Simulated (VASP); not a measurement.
# MnO2 (P4_2/mnm) in VASP: notebook, part 2 of 3

VASP 6.6.1. The steps go on from the part before.

### 4 Single point, PBEsol, collinear spin, ferromagnetic start

This run uses another cell than the first one, of 9.44 Å³/atom.

INCAR

```
SYSTEM = MnO2
PREC     = Accurate       ! precision mode
ENCUT    = 600            ! plane-wave cutoff, eV
EDIFF    = 1E-6           ! SCF threshold, eV
ISMEAR   = -1             ! smearing method
SIGMA    = 0.05           ! smearing width, eV
LREAL    = .False.        ! projectors in reciprocal space
LASPH    = .True.         ! aspherical terms in the spheres
NELM     = 200            ! most SCF steps
ALGO     = Normal         ! electronic algorithm
ISIF     = 2              ! what is computed and relaxed
LWAVE    = .False.        ! write WAVECAR
LCHARG   = .True.         ! write CHGCAR
ISPIN    = 2              ! spin polarisation
MAGMOM   = 4 4 0 0 0 0    ! initial moments
LORBIT   = 11             ! projections on sites
LMAXMIX  = 4              ! l up to which the mixer works
GGA      = PS             ! functional
LELF     = .True.         ! ELF
LVHAR    = .True.       
NBANDS   = 40             ! bands
GGA_COMPAT= .False.
```

KPOINTS

```
Automatic mesh
0
Gamma
  6 6 9
  0 0 0
```

POSCAR

```
MnO2
1.0
    4.4295611541      0.0000000000      0.0000000000
    0.0000000000      4.4295611541      0.0000000000
    0.0000000000      0.0000000000      2.8860657645
Mn O
2 4
Direct
    0.5000000000      0.5000000000      0.5000000000
    0.0000000000      0.0000000000      0.0000000000
    0.8049161500      0.1950838500      0.5000000000
    0.6950838500      0.6950838500      0.0000000000
    0.1950838500      0.8049161500      0.5000000000
    0.3049161500      0.3049161500      0.0000000000
```

Potentials or basis: VASP PAW PBE potentials, release 64 (Mn_sv, O).

Started as:

```bash
cat potpaw_PBE.64/Mn_sv/POTCAR potpaw_PBE.64/O/POTCAR > POTCAR
mpirun -np 1 vasp_std > vasp.out
```

OUTCAR:

```text
SYSTEM = MnO2
   PREC = Accurate
   ENCUT = 600
   EDIFF = 1E-6
   ISMEAR = -1
   LREAL = .False.
   LASPH = .True.
   NELM = 200
   ISIF = 2
   ISPIN = 2
   LORBIT = 11
   GGA = PS

 ion  position               nearest neighbor table
   1  0.500  0.500  0.500-   4 1.89   6 1.89   4 1.89   6 1.89   5 1.91   3 1.91
   2  0.000  0.000  0.000-   3 1.89   5 1.89   3 1.89   5 1.89   4 1.91   6 1.91
   3  0.805  0.195  0.500-   2 1.89   2 1.89   1 1.91
   4  0.695  0.695  0.000-   1 1.89   1 1.89   2 1.91
   5  0.195  0.805  0.500-   2 1.89   2 1.89   1 1.91
   6  0.305  0.305  0.000-   1 1.89   1 1.89   2 1.91

  LATTYP: Found a simple tetragonal cell.
 ALAT       =     4.4295611541
 C/A-ratio  =     0.6515466576

  Lattice vectors:

 A1 = (   4.4295611541,   0.0000000000,   0.0000000000)
 A2 = (   0.0000000000,   4.4295611541,   0.0000000000)
 A3 = (   0.0000000000,   0.0000000000,   2.8860657645)

Analysis of symmetry for initial positions (statically):
=====================================================================
 Subroutine PRICEL returns:
 Original cell was already a primitive cell.

 Routine SETGRP: Setting up the symmetry group for a
 simple tetragonal supercell.

 Subroutine GETGRP returns: Found 16 space group operations
 (whereof  8 operations were pure point group operations)
 out of a pool of 16 trial point group operations.

The static configuration has the point symmetry D_2h.
 The point group associated with its full space group is D_4h.

Analysis of symmetry for dynamics (positions and initial velocities):
=====================================================================
 Subroutine PRICEL returns:
 Original cell was already a primitive cell.

 Routine SETGRP: Setting up the symmetry group for a
 simple tetragonal supercell.

 Subroutine GETGRP returns: Found 16 space group operations
 (whereof  8 operations were pure point group operations)
 out of a pool of 16 trial point group operations.

The dynamic configuration has the point symmetry D_2h.
 The point group associated with its full space group is D_4h.

Analysis of structural, dynamic, and magnetic symmetry:
=====================================================================
 Subroutine PRICEL returns:
 Original cell was already a primitive cell.

 Routine SETGRP: Setting up the symmetry group for a
 simple tetragonal supercell.

 Subroutine GETGRP returns: Found 16 space group operations
 (whereof  8 operations were pure point group operations)
 out of a pool of 16 trial point group operations.

The overall configuration has the point symmetry D_2h.
 The point group associated with its full space group is D_4h.

 Subroutine INISYM returns: Found 16 space group operations
 (whereof  8 operations are pure point group operations),
 and found     1 'primitive' translations

----------------------------------------------------------------------------------------

                                     Primitive cell

  volume of cell :      56.6275

  direct lattice vectors                    reciprocal lattice vectors
     4.429561154  0.000000000  0.000000000     0.225755998  0.000000000  0.000000000
[... 90 lines left out ...]
   LSORBIT =      F    spin-orbit coupling
   LASPH  =      T    aspherical Exc in radial PAW
   ENCUT  =  600.0 eV  44.10 Ry    6.64 a.u.   8.85  8.85  5.76*2*pi/ulx,y,z
   NELM   =    200;   NELMIN=  2; NELMDL= -5     # of ELM steps
   EDIFF  = 0.1E-05   stopping-criterion for ELM
   LREAL  =      F    real-space projection
[... 7 lines left out ...]
   TEBEG  =    0.0;   TEEND  =   0.0 temperature during run
   PSTRESS=    0.0 pullay stress
   NELECT =      54.0000    total number of electrons
   NUPDOWN=      -1.0000    fix difference up-down
   EMIN   =  10.00;   EMAX   =-10.00  energy-range for DOS
   EFERMI =   0.00;   METHOD = LEGACY
   ISMEAR =    -1;   SIGMA  =   0.05  broadening in eV -4-tet -1-fermi 0-gaus
   EFERMI_NEDOS =   21; number of points for ismear=-14 and -15
   IALGO  =     38    algorithm
   IMIX   =      4    mixing-type and parameters
     AMIX     =   0.40;   BMIX     =  1.00
     AMIX_MAG =   1.60;   BMIX_MAG =  1.00
  volume/ion in A,a.u.               =       9.44        63.69
  Fermi-wavevector in a.u.,A,eV,Ry     =   1.611376  3.045059 35.327968  2.596532
  Thomas-Fermi vector in A             =   2.706776
   LORBIT       =     11    0 simple, 1 ext, 2 COOP (PROOUT), +10 PAW based schemes
   GGA     = PS    functional components
   LHFCALC =     F    Hartree Fock is set to
   AEXX    =    0.0000 exact exchange contribution
   IVDW    =     0    specifies the selected vdW correction
   LEPSILON=     F    determine dielectric tensor
   LRPA    =     F    only Hartree local field effects (RPA)
 spin polarized calculation
  energy-cutoff  :      600.00
  volume of cell :       56.63
 maximum number of plane-waves:      1910
 NGX is ok and might be reduce to    36
   NGX = 17   NGY = 17   NGZ = 11

 number of electron      53.9999931 magnetization       5.9890492

 Free energy of the ion-electron system (eV)
  ---------------------------------------------------
  ext. energy  EPLUGINS =         0.00000000
  ---------------------------------------------------
  free energy    TOTEN  =       -50.72370463 eV

  energy without entropy =      -50.71629769  energy(sigma->0) =      -50.72000116

 E-fermi :   6.4843     XC(G=0): -12.2529

 val. band max:        6.4298543126   @ k =   0.5000   0.5000   0.0000
 cond. band min:       6.5276245133   @ k =   0.0000   0.0000   0.0000
 fundamental gap:      0.0977702007
 Fermi energy:         6.4842586615

 spin component 1

 k-point     1 :       0.0000    0.0000    0.0000
  band No.  band energies     occupation
      1     -75.2493      1.00000
      2     -75.2466      1.00000
      3     -44.1094      1.00000
      4     -44.1029      1.00000
      5     -44.0426      1.00000
      6     -44.0426      1.00000
[... 997 lines left out ...]
     38      19.8683      0.00000
     39      21.5923      0.00000

 [... further k-points ...]

 spin component 2

 k-point     1 :       0.0000    0.0000    0.0000
  band No.  band energies     occupation
      1     -72.2000      1.00000
      2     -72.1969      1.00000
      3     -41.1433      1.00000
      4     -41.1350      1.00000
      5     -41.0663      1.00000
      6     -41.0663      1.00000
[... 997 lines left out ...]
     38      20.4688      0.00000
     39      22.0369      0.00000

 [... further k-points ...]

 [bands above 39 left out]

------------------------ aborting loop because EDIFF is reached ----------------------------------------

  FORCE on cell =-STRESS in cart. coord.  units (eV):
  Direction    XX          YY          ZZ          XY          YZ          ZX
  --------------------------------------------------------------------------------------
  -------------------------------------------------------------------------------------
  Total       -2.7967972     -2.7967972     -4.0131372      0.0000000      0.0000000      0.0000000
  in kB      -79.1305037    -79.1305037   -113.5447241      0.0000000      0.0000000      0.0000000
  external PRESSURE =     -90.6019105 kB  Pullay stress =       0.0000000 kB

 VOLUME and BASIS-vectors are now :
 -----------------------------------------------------------------------------
  energy-cutoff  :      600.00
  volume of cell :       56.63
      direct lattice vectors                 reciprocal lattice vectors
     4.429561154  0.000000000  0.000000000     0.225755998  0.000000000  0.000000000
     0.000000000  4.429561154  0.000000000     0.000000000  0.225755998  0.000000000
     0.000000000  0.000000000  2.886065765     0.000000000  0.000000000  0.346492451

 POSITION                                       TOTAL-FORCE (eV/Angst)
 -----------------------------------------------------------------------------------
      2.21478      2.21478      1.44303         0.000000      0.000000      0.000000
      0.00000      0.00000      0.00000         0.000000      0.000000      0.000000
      3.56543      0.86414      1.44303         0.104812     -0.104812      0.000000
      3.07892      3.07892      0.00000        -0.104812     -0.104812      0.000000
      0.86414      3.56543      1.44303        -0.104812      0.104812      0.000000
      1.35064      1.35064      0.00000         0.104812      0.104812      0.000000
 -----------------------------------------------------------------------------------
    total drift:                                0.000000      0.000000      0.000000

  FREE ENERGIE OF THE ION-ELECTRON SYSTEM (eV)
  ---------------------------------------------------
  free  energy   TOTEN  =       -50.7237046288 eV

  energy  without entropy=      -50.7162976903  energy(sigma->0) =      -50.72000116

 total charge

# of ion       s       p       d       tot
------------------------------------------
    1        2.199   6.106   4.419  12.723
    2        2.199   6.106   4.419  12.723
    3        1.559   3.439   0.000   4.998
    4        1.559   3.439   0.000   4.998
    5        1.559   3.439   0.000   4.998
    6        1.559   3.439   0.000   4.998
--------------------------------------------------
tot         10.633  25.968   8.837  45.439

 magnetization (x)

# of ion       s       p       d       tot
------------------------------------------
    1        0.015   0.013   2.581   2.609
    2        0.015   0.013   2.581   2.609
    3        0.001   0.085   0.000   0.085
    4        0.001   0.085   0.000   0.085
    5        0.001   0.085   0.000   0.085
    6        0.001   0.085   0.000   0.085
--------------------------------------------------
tot          0.032   0.366   5.162   5.560
```

It took 3.6 min on 1 thread of Intel Xeon Platinum 8259CL at 2.50GHz (Skylake/Cascade Lake), shared host; peak memory 0.32 GiB.

Results:

| Property | Result |
| --- | --- |
| Free energy | -50.7237 eV |
| Pressure | -9.1 GPa |
| Largest force | 0.148 eV/Å |
| Band gap on the k mesh | zero (filled and empty bands overlap) |
| Net moment | 5.99 μB per cell |
| Site moments | Mn +2.61; O +0.09 μB |
| Valence electrons inside the program's atomic spheres | Mn 12.72; O 5.00 |

Forces in eV/Å, atoms in the order of the input:
```
Mn   0.000  0.000  0.000
Mn   0.000  0.000  0.000
O    0.105 -0.105  0.000
O   -0.105 -0.105  0.000
O   -0.105  0.105  0.000
O    0.105  0.105  0.000
```

Levels at points of the mesh, in eV from the Fermi level:
Spin up:
| k point | band 26 | band 27 | band 28 | band 29 | band 30 | band 31 | band 32 | band 33 | band 34 | band 35 |
| --- | --- | --- | --- | --- | --- | --- | --- | --- | --- | --- |
| (0.00, 0.00, 0.00) | -1.78 | -1.30 | -1.30 | -0.71 | -0.31 | -0.15 | 2.58 | 2.58 | 3.29 | 7.23 |
| (0.50, 0.00, 0.00) | -1.70 | -1.45 | -1.45 | -0.72 | -0.72 | 2.06 | 2.06 | 2.33 | 2.33 | 9.60 |
| (0.50, 0.50, 0.00) | -2.54 | -2.22 | -2.22 | -0.05 | -0.05 | 1.31 | 1.31 | 2.55 | 2.55 | 10.89 |
Spin down:
```csv
k point,band 21,band 22,band 23,band 24,band 25,band 26,band 27,band 28
"(0.00, 0.00, 0.00)",-1.71,-1.01,-1.01,-0.43,0.04,0.33,0.50,0.50
"(0.50, 0.00, 0.00)",-2.91,-2.91,-1.26,-1.26,0.71,0.71,1.07,1.07
"(0.50, 0.50, 0.00)",-2.58,-2.58,-2.00,-2.00,0.07,0.07,0.51,0.51
```

Caveat: the cell stands under tension; the PAW data sets were made with another functional, which shifts forces and pressure a little; semilocal functionals often make such compounds metallic where correlation or magnetic order opens a gap, which also shifts bond lengths; the run started ferromagnetic, and an antiferromagnetic order may lie lower in energy. With open d or f shells a metallic result of PBEsol can be an artefact of self-interaction; +U or a hybrid may open a gap.

[end of part 2 of 3]

The gap in the log of VASP goes by the Fermi energy; the results here count the filled bands.